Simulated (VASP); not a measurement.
Set up this calculation in VASP 6.6.1, as the native input.

| Item | Value |
| --- | --- |
| Task | relaxation of cell and atoms |
| Functional | LDA |
| Potentials or basis | VASP PAW LDA potentials, release 64 (Mg, O) |
| Cutoff | 600 eV |
| k mesh | 10 × 10 × 10 |
| Occupations | gaussian, width 0.01 eV |
| Spin | no spin polarisation |
| Target pressure | 6 GPa |
| Dipole correction | no |
| Further INCAR settings | ALGO = Normal; EDIFF = 1e-07; IBRION = 2; EDIFFG = -0.001; NSW = 80; ISIF = 3 |

The structure of MgO lies in POSCAR:

```
MgO
1.0
    0.0000000000      2.0795508132      2.0795508132
    2.0795508132      0.0000000000      2.0795508132
    2.0795508132      2.0795508132      0.0000000000
Mg O
1 1
Direct
    0.0000000000      0.0000000000      0.0000000000
    0.5000000000      0.5000000000      0.5000000000
```

One way to write it, as run:

INCAR

```
SYSTEM = MgO
  PREC = Accurate
  ENCUT = 600
  EDIFF = 1E-7
  ISMEAR = 0
  SIGMA = 0.01
  LREAL = .FALSE.
  LASPH = .TRUE.
  NELM = 120
  ALGO = Normal
  ISIF = 3
  LWAVE = .FALSE.
  LCHARG = .FALSE.
  GGA = CA
  IBRION = 2
  NSW = 80
  EDIFFG = -0.001
  PSTRESS = 60.0
  GGA_COMPAT = .FALSE.
  NELMIN = 4
```

KPOINTS

```
regular mesh
0
G
  10 10 10
  0 0 0
```

Potentials or basis: VASP PAW LDA potentials, release 64 (Mg, O).

Run with:

```bash
$ cat potpaw_LDA.64/Mg/POTCAR potpaw_LDA.64/O/POTCAR > POTCAR
$ mpirun -np 1 vasp_std > vasp.out
```

Results of the run:

```
Relaxed volume                                         : 8.62 Å³/atom
Relaxed cell                                           : a = 2.900 Å, b = 2.900 Å, c = 2.900 Å, α = 60.00°, β = 60.00°, γ = 60.00°
Space group after relaxing (to 0.05 Å)                 : Fm-3m (No. 225)
Energy change on relaxing (the enthalpy is what falls) : +4.4 meV/atom
Ionic steps                                            : 3
Pressure after relaxing                                : 6.0 GPa
Band gap on the k mesh                                 : 5.48 eV, direct
```

Caveat: the cell is relaxed towards a set pressure, so the enthalpy falls and the energy may rise.

Wall time 9.6 s on 1 thread of Intel Xeon 6975P-C, on a shared host, peak memory 0.14 GiB.
